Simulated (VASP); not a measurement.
# B8P9 (a cell with a defect) in VASP: notebook

B8P9 (a cell with a defect) is run at these levels: PBE; tasks: single point.

Program: VASP 6.6.1. These are calculated values, not measurements. Logs are shortened: lines on timing, memory, paths and dates and some standing lists are left out, and cuts for length are marked.

## Step 1: The cell of the first run

The cell holds a defect, 17 atoms: a = 6.432 Å, b = 6.432 Å, c = 6.432 Å, α = 60.00°, β = 60.00°, γ = 60.00°.

## Step 2: Single point, PBE

The input, INCAR:

```
ALGO = Normal
EDIFF = 1E-7
ENCUT = 520
GGA = PE
ISIF = 2
ISMEAR = 0
LASPH = T
LCHARG = T
LELF = T
LREAL = Auto
LVHAR = T
LWAVE = F
NBANDS = 48
NELECT = 68.0
NELM = 60
PREC = Accurate
SIGMA = 0.01
```

The input, KPOINTS:

```
k-points
0
Gamma
  4 4 4
```

The input, POSCAR:

```
B8P9
1.0
    0.0000000000      4.5481928018     -4.5481928018
    4.5481928018      4.5481928018      0.0000000000
    4.5481928018      0.0000000000     -4.5481928018
B P
8 9
Direct
    0.4948359270      0.4948359270      0.0051640730
    0.4948359270      0.0051640730      0.0051640730
    1.0051640730      0.4948359270      0.0051640730
    1.0000000000      0.0000000000      0.0000000000
    0.5000000000      0.5000000000      0.5000000000
    0.4948359270      0.0051640730      0.4948359270
    1.0051640730      0.4948359270      0.4948359270
    1.0051640730      0.0051640730      0.4948359270
    0.3758737915      0.3758737915      0.3758737915
    0.3758737915      0.8723786256      0.3758737915
    0.8723786256      0.3758737915      0.3758737915
    0.8839770091      0.8839770091      0.3480689727
    0.3758737915      0.3758737915      0.8723786256
    0.3480689727      0.8839770091      0.8839770091
    0.8839770091      0.3480689727      0.8839770091
    0.8839770091      0.8839770091      0.8839770091
    0.7500000000      0.7500000000      0.7500000000
```

Potentials or basis: VASP PAW PBE potentials, release 64 (B, P).

Command:

```console
cat potpaw_PBE.64/B/POTCAR potpaw_PBE.64/P/POTCAR > POTCAR
mpirun -np 1 vasp_std > vasp.out
```

OUTCAR:

```text
EDIFF = 1E-7
   ENCUT = 520
   GGA = PE
   ISIF = 2
   ISMEAR = 0
   LASPH = T
   LREAL = Auto
   NELECT = 68.0
   NELM = 60
   PREC = Accurate

 ion  position               nearest neighbor table
   1  0.495  0.495  0.005-  13 1.95   9 1.95  14 2.05  15 2.05  17 2.32
   2  0.495  0.005  0.005-  10 1.95  13 1.95  14 2.05  16 2.05  17 2.32
   3  0.005  0.495  0.005-  11 1.95  13 1.95  15 2.05  16 2.05  17 2.32
   4  0.000  0.000  0.000-  12 1.83  14 1.83  15 1.83  16 1.83
   5  0.500  0.500  0.500-   9 1.96  10 1.96  11 1.96  13 1.96
   6  0.495  0.005  0.495-  10 1.95   9 1.95  12 2.05  14 2.05  17 2.32
   7  0.005  0.495  0.495-  11 1.95   9 1.95  12 2.05  15 2.05  17 2.32
   8  0.005  0.005  0.495-  10 1.95  11 1.95  12 2.05  16 2.05  17 2.32
   9  0.376  0.376  0.376-   1 1.95   6 1.95   7 1.95   5 1.96
  10  0.376  0.872  0.376-   6 1.95   2 1.95   8 1.95   5 1.96
  11  0.872  0.376  0.376-   7 1.95   3 1.95   8 1.95   5 1.96
  12  0.884  0.884  0.348-   4 1.83   6 2.05   7 2.05   8 2.05  17 2.11
  13  0.376  0.376  0.872-   1 1.95   2 1.95   3 1.95   5 1.96
  14  0.348  0.884  0.884-   4 1.83   2 2.05   1 2.05   6 2.05  17 2.11
  15  0.884  0.348  0.884-   4 1.83   3 2.05   1 2.05   7 2.05  17 2.11
  16  0.884  0.884  0.884-   4 1.83   3 2.05   2 2.05   8 2.05  17 2.11
  17  0.750  0.750  0.750-  12 2.11  14 2.11  15 2.11  16 2.11   7 2.32   8 2.32   1 2.32   2 2.32
                             3 2.32   6 2.32

  LATTYP: Found a face centered cubic cell.
 ALAT       =     9.0963856036

  Lattice vectors:

 A1 = (   0.0000000000,   4.5481928018,  -4.5481928018)
 A2 = (   4.5481928018,   4.5481928018,   0.0000000000)
 A3 = (   4.5481928018,   0.0000000000,  -4.5481928018)

Analysis of symmetry for initial positions (statically):
=====================================================================
 Subroutine PRICEL returns:
 Original cell was already a primitive cell.

 Routine SETGRP: Setting up the symmetry group for a
 face centered cubic supercell.

 Subroutine GETGRP returns: Found 24 space group operations
 (whereof 24 operations were pure point group operations)
 out of a pool of 48 trial point group operations.

The static configuration has the point symmetry T_d .

Analysis of symmetry for dynamics (positions and initial velocities):
=====================================================================
 Subroutine PRICEL returns:
 Original cell was already a primitive cell.

 Routine SETGRP: Setting up the symmetry group for a
 face centered cubic supercell.

 Subroutine GETGRP returns: Found 24 space group operations
 (whereof 24 operations were pure point group operations)
 out of a pool of 48 trial point group operations.

The dynamic configuration has the point symmetry T_d .

 Subroutine INISYM returns: Found 24 space group operations
 (whereof 24 operations are pure point group operations),
 and found     1 'primitive' translations

----------------------------------------------------------------------------------------

                                     Primitive cell

  volume of cell :     188.1684

  direct lattice vectors                    reciprocal lattice vectors
     0.000000000  4.548192802 -4.548192802    -0.109933774  0.109933774 -0.109933774
     4.548192802  4.548192802  0.000000000     0.109933774  0.109933774  0.109933774
     4.548192802  0.000000000 -4.548192802     0.109933774 -0.109933774 -0.109933774

  length of vectors
     6.432115945  6.432115945  6.432115945     0.190410882  0.190410882  0.190410882

  position of ions in fractional coordinates (direct lattice)
     0.494835927  0.494835927  0.005164073
     0.494835927  0.005164073  0.005164073
     0.005164073  0.494835927  0.005164073
     0.000000000  0.000000000  0.000000000
     0.500000000  0.500000000  0.500000000
     0.494835927  0.005164073  0.494835927
[... 9 lines left out ...]
     0.883977009  0.883977009  0.883977009
     0.750000000  0.750000000  0.750000000

  ion indices of the primitive-cell ions
   primitive index   ion index
                 1           1
                 2           2
                 3           3
                 4           4
                 5           5
                 6           6
[... 9 lines left out ...]
                16          16
                17          17

----------------------------------------------------------------------------------------

 KPOINTS: k-points

Automatic generation of k-mesh.
 Grid dimensions read from file:
 generate k-points for:    4    4    4

 Generating k-lattice:

  Cartesian coordinates                     Fractional coordinates (reciprocal lattice)
    -0.027483444  0.027483444 -0.027483444     0.250000000  0.000000000  0.000000000
     0.027483444  0.027483444  0.027483444     0.000000000  0.250000000  0.000000000
     0.027483444 -0.027483444 -0.027483444     0.000000000  0.000000000  0.250000000

  Length of vectors
     0.047602721  0.047602721  0.047602721

[... 38 lines left out ...]
   EDIFFG = 0.1E-05   stopping-criterion for IOM
   NSW    =      0    number of steps for IOM
   IBRION =     -1    ionic relax: 0-MD 1-quasi-New 2-CG
   NFREE  =      0    steps in history (QN), initial steepest desc. (CG)
   ISIF   =      2    stress and relaxation
   ISYM   =      2    0-nonsym 1-usesym 2-fastsym
   POTIM  = 0.5000    time-step for ionic-motion
   TEBEG  =    0.0;   TEEND  =   0.0 temperature during run
   PSTRESS=    0.0 pullay stress
   NELECT =      68.0000    total number of electrons
   NUPDOWN=      -1.0000    fix difference up-down
   EMIN   =  10.00;   EMAX   =-10.00  energy-range for DOS
   EFERMI =   0.00;   METHOD = LEGACY
   ISMEAR =     0;   SIGMA  =   0.01  broadening in eV -4-tet -1-fermi 0-gaus
   EFERMI_NEDOS =   21; number of points for ismear=-14 and -15
   IALGO  =     38    algorithm
   IMIX   =      4    mixing-type and parameters
     AMIX     =   0.40;   BMIX     =  1.00
     AMIX_MAG =   1.60;   BMIX_MAG =  1.00
  volume/ion in A,a.u.               =      11.07        74.70
  Fermi-wavevector in a.u.,A,eV,Ry     =   1.166082  2.203575 18.500471  1.359746
  Thomas-Fermi vector in A             =   2.302599
   LORBIT       =      0    0 simple, 1 ext, 2 COOP (PROOUT), +10 PAW based schemes
   GGA     = PE    functional components
   LHFCALC =     F    Hartree Fock is set to
   AEXX    =    0.0000 exact exchange contribution
   IVDW    =     0    specifies the selected vdW correction
   LEPSILON=     F    determine dielectric tensor
   LRPA    =     F    only Hartree local field effects (RPA)
 non-spin polarized calculation
 Gauss-broadening in eV      SIGMA  =   0.01
  energy-cutoff  :      520.00
  volume of cell :      188.17
 maximum number of plane-waves:      5104
   NGX = 23   NGY = 23   NGZ = 23

 number of electron      67.9999999 magnetization

 Free energy of the ion-electron system (eV)
  ---------------------------------------------------
  ext. energy  EPLUGINS =         0.00000000
  ---------------------------------------------------
  free energy    TOTEN  =      -107.66552431 eV

  energy without entropy =     -107.66334345  energy(sigma->0) =     -107.66443388

 E-fermi :   9.5208     XC(G=0): -11.1900

 val. band max:        9.5166192446   @ k =   0.5000   0.2500   0.0000
 cond. band min:       9.5440324494   @ k =  -0.2500   0.2500   0.0000
 fundamental gap:      0.0274132048
 Fermi energy:         9.5208274837

 k-point     1 :       0.0000    0.0000    0.0000
  band No.  band energies     occupation
      1      -8.6819      2.00000
      2      -5.1879      2.00000
      3      -4.6205      2.00000
      4      -4.6205      2.00000
      5      -4.6205      2.00000
      6      -3.7586      2.00000
[... 38 lines left out ...]
     45      11.6206      0.00000
     46      12.0813      0.00000

 k-point     2 :       0.2500    0.0000    0.0000
  band No.  band energies     occupation
      1      -8.5085      2.00000
      2      -5.8970      2.00000
      3      -4.7476      2.00000
      4      -4.6050      2.00000
      5      -4.6050      2.00000
      6      -3.5393      2.00000
[... 286 lines left out ...]
 k-point     8 :      -0.2500    0.5000    0.2500
  band No.  band energies     occupation
      1      -8.1165      2.00000
      2      -6.3003      2.00000
      3      -5.5450      2.00000
      4      -5.5234      2.00000
      5      -3.8441      2.00000
      6      -3.7518      2.00000
[... 38 lines left out ...]
     45      13.2833      0.00000
     46      13.7432      0.00000
 [bands above 46 left out]

------------------------ aborting loop because EDIFF is reached ----------------------------------------

  FORCE on cell =-STRESS in cart. coord.  units (eV):
  Direction    XX          YY          ZZ          XY          YZ          ZX
  --------------------------------------------------------------------------------------
  -------------------------------------------------------------------------------------
  Total        5.4375423      5.4375423      5.4375423      0.0000000     -0.0000000     -0.0000000
  in kB       46.2984697     46.2984697     46.2984697      0.0000000     -0.0000000     -0.0000000
  external PRESSURE =      46.2984697 kB  Pullay stress =       0.0000000 kB

 VOLUME and BASIS-vectors are now :
 -----------------------------------------------------------------------------
  energy-cutoff  :      520.00
  volume of cell :      188.17
      direct lattice vectors                 reciprocal lattice vectors
     0.000000000  4.548192802 -4.548192802    -0.109933774  0.109933774 -0.109933774
     4.548192802  4.548192802  0.000000000     0.109933774  0.109933774  0.109933774
     4.548192802  0.000000000 -4.548192802     0.109933774 -0.109933774 -0.109933774

 POSITION                                       TOTAL-FORCE (eV/Angst)
 -----------------------------------------------------------------------------------
      2.27410      4.50122     -2.27410        -0.000000     -0.007802     -0.000000
      0.04697      2.27410     -2.27410         0.007802      0.000000     -0.000000
      2.27410      2.27410     -0.04697        -0.000000      0.000000     -0.007802
      0.00000      0.00000      0.00000         0.000000      0.000000     -0.000000
      4.54819      4.54819     -4.54819        -0.000000      0.000000     -0.000000
      2.27410      2.27410     -4.50122        -0.000000      0.000000      0.007802
[... 9 lines left out ...]
      8.04100      8.04100     -8.04100        -0.005072     -0.005072      0.005072
      6.82229      6.82229     -6.82229         0.000000      0.000000     -0.000000
 -----------------------------------------------------------------------------------
    total drift:                               -0.000000     -0.000000      0.000000

  FREE ENERGIE OF THE ION-ELECTRON SYSTEM (eV)
  ---------------------------------------------------
  free  energy   TOTEN  =      -107.6655243135 eV

  energy  without entropy=     -107.6633434494  energy(sigma->0) =     -107.66443388
```

Run time: 2.1 min. Hardware: 1 thread of Intel Xeon 6975P-C (Granite Rapids), shared host; peak memory 0.34 GiB.

What came out:

* Free energy: -107.6655 eV
* Largest force: 0.034 eV/Å

Forces in eV/Å, atoms in the order of the input:
```
B    0.000 -0.008  0.000
B    0.008  0.000  0.000
B    0.000  0.000 -0.008
B    0.000  0.000  0.000
B    0.000  0.000  0.000
B    0.000  0.000  0.008
B   -0.008  0.000  0.000
B    0.000  0.008  0.000
P   -0.020 -0.020  0.020
P    0.020  0.020  0.020
P   -0.020  0.020 -0.020
P    0.005 -0.005 -0.005
P    0.020 -0.020 -0.020
P   -0.005  0.005 -0.005
P    0.005  0.005  0.005
P   -0.005 -0.005  0.005
P    0.000  0.000  0.000
```

Levels at points of the mesh, in eV from the Fermi level:
```tsv
k point	band 31	band 32	band 33	band 34	band 35	band 36	band 37	band 38
(0.00, 0.00, 0.00)	-1.79	-1.79	-1.79	-0.70	-0.70	-0.70	-0.41	-0.41
(0.50, 0.00, 0.00)	-2.62	-2.61	-2.61	-0.58	0.03	0.03	1.15	1.15
(0.50, 0.50, 0.00)	-3.44	-3.27	-2.11	-0.62	0.61	1.02	1.02	1.22
```

Caveat: the cell carries a net charge on a neutralising background, which shifts energy and pressure; the cell is charged against a uniform background, so pressure and absolute levels hang on convention.

## Step 3: Single point, PBE, collinear spin

The input, INCAR:

```
SYSTEM = B8P9
PREC     = Accurate       ! precision mode
ENCUT    = 520            ! plane-wave cutoff, eV
EDIFF    = 1E-6           ! SCF threshold, eV
ISMEAR   = 0              ! smearing method
SIGMA    = 0.01           ! smearing width, eV
LREAL    = Auto         
LASPH    = .TRUE.         ! aspherical terms in the spheres
NELM     = 150            ! most SCF steps
ALGO     = Normal         ! electronic algorithm
ISIF     = 2              ! what is computed and relaxed
LWAVE    = .FALSE.        ! write WAVECAR
LCHARG   = .FALSE.        ! write CHGCAR
ISPIN    = 2              ! spin polarisation
MAGMOM   = 0.091 0.091 0.091 0 0 0.091 0.091 0.091 0 0 0 0.091 0 0.091 0.091 0.091 0.091 ! initial moments
LORBIT   = 11             ! projections on sites
GGA      = PE             ! functional
NBANDS   = 52             ! bands
```

The input, KPOINTS:

```
regular mesh
0
G
  4 4 4
  0 0 0
```

The input, POSCAR:

```
B8P9
1.0
    0.0000000000      4.5481928018     -4.5481928018
    4.5481928018      4.5481928018      0.0000000000
    4.5481928018      0.0000000000     -4.5481928018
B P
8 9
Direct
    0.4958499532      0.4958499532      0.0041500468
    0.4958499532      0.0041500468      0.0041500468
    1.0041500468      0.4958499532      0.0041500468
    1.0000000000      0.0000000000      0.0000000000
    0.5000000000      0.5000000000      0.5000000000
    0.4958499532      0.0041500468      0.4958499532
    1.0041500468      0.4958499532      0.4958499532
    1.0041500468      0.0041500468      0.4958499532
    0.3751553980      0.3751553980      0.3751553980
    0.3751553980      0.8745338059      0.3751553980
    0.8745338059      0.3751553980      0.3751553980
    0.8847709101      0.8847709101      0.3456872698
    0.3751553980      0.3751553980      0.8745338059
    0.3456872698      0.8847709101      0.8847709101
    0.8847709101      0.3456872698      0.8847709101
    0.8847709101      0.8847709101      0.8847709101
    0.7500000000      0.7500000000      0.7500000000
```

Potentials or basis: VASP PAW PBE potentials, release 64 (B, P).

Command:

```console
cat potpaw_PBE.64/B/POTCAR potpaw_PBE.64/P/POTCAR > POTCAR
mpirun -np 1 vasp_std > vasp.out
```

Run time: 4.6 min. Hardware: 1 thread of Intel Xeon 6975P-C (Granite Rapids), shared host; peak memory 0.43 GiB.

The run converged. Its results:

| Property | Result |
| --- | --- |
| Free energy | -98.1021 eV |
| Pressure | 14.7 GPa |
| Largest force | 0.034 eV/Å |
| Net moment | 0.00 μB per cell |
| Valence electrons inside the program's atomic spheres | B 1.89, 2.29, 1.94; P 2.56, 2.54 |

Forces on the atoms (eV/Å):
```
B    0.000 -0.009  0.000
B    0.009  0.000  0.000
B    0.000  0.000 -0.009
B    0.000  0.000  0.000
B    0.000  0.000  0.000
B    0.000  0.000  0.009
B   -0.009  0.000  0.000
B    0.000  0.009  0.000
P    0.019  0.019 -0.019
P   -0.019 -0.019 -0.019
P    0.019 -0.019  0.019
P    0.019 -0.019 -0.019
P   -0.019  0.019  0.019
P   -0.019  0.019 -0.019
P    0.019  0.019  0.019
P   -0.019 -0.019  0.019
P    0.000  0.000  0.000
```

Levels at points of the mesh, in eV from the Fermi level:
Spin up:
| k point | band 31 | band 32 | band 33 | band 34 | band 35 | band 36 | band 37 | band 38 |
| --- | --- | --- | --- | --- | --- | --- | --- | --- |
| (0.00, 0.00, 0.00) | -2.07 | -2.07 | -2.07 | -0.98 | -0.98 | -0.98 | -0.74 | -0.74 |
| (0.50, 0.00, 0.00) | -2.92 | -2.92 | -2.86 | -0.82 | -0.26 | -0.26 | 0.81 | 0.81 |
| (0.50, 0.50, 0.00) | -3.77 | -3.57 | -2.36 | -0.88 | 0.33 | 0.80 | 0.80 | 0.88 |
Spin down:
```
           k point  band 30  band 31  band 32  band 33  band 34  band 35  band 36  band 37  band 38  band 39
(0.00, 0.00, 0.00)    -3.32    -2.07    -2.07    -2.07    -0.98    -0.98    -0.98    -0.74    -0.74    -0.08
(0.50, 0.00, 0.00)    -3.14    -2.93    -2.93    -2.86    -0.82    -0.26    -0.26     0.81     0.81     1.29
(0.50, 0.50, 0.00)    -3.77    -3.77    -3.57    -2.36    -0.88     0.33     0.80     0.80     0.88     2.19
```

## Step 4: Single point, PBE, collinear spin

The input, INCAR:

```
PREC = Accurate
ENCUT = 520
EDIFF = 1E-6
ISMEAR = 0
SIGMA = 0.01
LREAL = Auto
LASPH = T
NELM = 150
ALGO = Normal
ISIF = 2
LWAVE = F
LCHARG = T
ISPIN = 2
MAGMOM = 0.091 0.091 0.091 0 0 0.091 0.091 0.091 0 0 0 0.091 0 0.091 0.091 0.091 0.091
LORBIT = 11
GGA = PE
LELF = T
LVHAR = T
NELECT = 67.0
NBANDS = 52
```

The input, KPOINTS:

```
Automatic mesh
0
Gamma
  4 4 4
```

The input, POSCAR:

```
B8P9
1.0
    0.0000000000      4.5481928018     -4.5481928018
    4.5481928018      4.5481928018      0.0000000000
    4.5481928018      0.0000000000     -4.5481928018
B P
8 9
Direct
    0.4943691386      0.4943691386      0.0056308614
    0.4943691386      0.0056308614      0.0056308614
    1.0056308614      0.4943691386      0.0056308614
    1.0000000000      0.0000000000      0.0000000000
    0.5000000000      0.5000000000      0.5000000000
    0.4943691386      0.0056308614      0.4943691386
    1.0056308614      0.4943691386      0.4943691386
    1.0056308614      0.0056308614      0.4943691386
    0.3764430747      0.3764430747      0.3764430747
    0.3764430747      0.8706707759      0.3764430747
    0.8706707759      0.3764430747      0.3764430747
    0.8835376800      0.8835376800      0.3493869601
    0.3764430747      0.3764430747      0.8706707759
    0.3493869601      0.8835376800      0.8835376800
    0.8835376800      0.3493869601      0.8835376800
    0.8835376800      0.8835376800      0.8835376800
    0.7500000000      0.7500000000      0.7500000000
```

Command:

```console
cat potpaw_PBE.64/B/POTCAR potpaw_PBE.64/P/POTCAR > POTCAR
mpirun -np 1 vasp_std > vasp.out
```

Run time: 4 min. Hardware: 1 thread of Intel Xeon 6975P-C (Granite Rapids), shared host; peak memory 0.42 GiB.

Results (log left out):

* Free energy: -117.0656 eV
* Largest force: 0.045 eV/Å
* Net moment: 0.25 μB per cell
* Valence electrons inside the program's atomic spheres: B 1.85, 2.20, 1.93; P 2.53, 2.51, 2.48

Forces on the atoms (eV/Å):
```
B    0.000 -0.003  0.000
B    0.003  0.000  0.000
B    0.000  0.000 -0.003
B    0.000  0.000  0.000
B    0.000  0.000  0.000
B    0.000  0.000  0.003
B   -0.003  0.000  0.000
B    0.000  0.003  0.000
P   -0.007 -0.007  0.007
P    0.007  0.007  0.007
P   -0.007  0.007 -0.007
P    0.026 -0.026 -0.026
P    0.007 -0.007 -0.007
P   -0.026  0.026 -0.026
P    0.026  0.026  0.026
P   -0.026 -0.026  0.026
P    0.000  0.000  0.000
```

Levels at points of the mesh, in eV from the Fermi level:
Spin up:
| k point | band 31 | band 32 | band 33 | band 34 | band 35 | band 36 | band 37 | band 38 |
| --- | --- | --- | --- | --- | --- | --- | --- | --- |
| (0.00, 0.00, 0.00) | -1.40 | -1.40 | -1.40 | -0.34 | -0.34 | -0.34 | 0.01 | 0.01 |
| (0.50, 0.00, 0.00) | -2.29 | -2.18 | -2.18 | -0.22 | 0.39 | 0.39 | 1.60 | 1.60 |
| (0.50, 0.50, 0.00) | -2.99 | -2.87 | -1.78 | -0.26 | 0.99 | 1.35 | 1.35 | 1.65 |
Spin down:
```csv
k point,band 30,band 31,band 32,band 33,band 34,band 35,band 36,band 37,band 38,band 39
"(0.00, 0.00, 0.00)",-2.61,-1.38,-1.38,-1.38,-0.30,-0.30,-0.30,0.05,0.05,0.55
"(0.50, 0.00, 0.00)",-2.46,-2.26,-2.17,-2.17,-0.20,0.44,0.44,1.63,1.63,1.87
"(0.50, 0.50, 0.00)",-2.98,-2.98,-2.85,-1.75,-0.22,1.03,1.38,1.38,1.68,3.02
```

Caveat: the cell carries a net charge on a neutralising background, which shifts energy and pressure; the cell is charged against a uniform background, so pressure and absolute levels hang on convention.
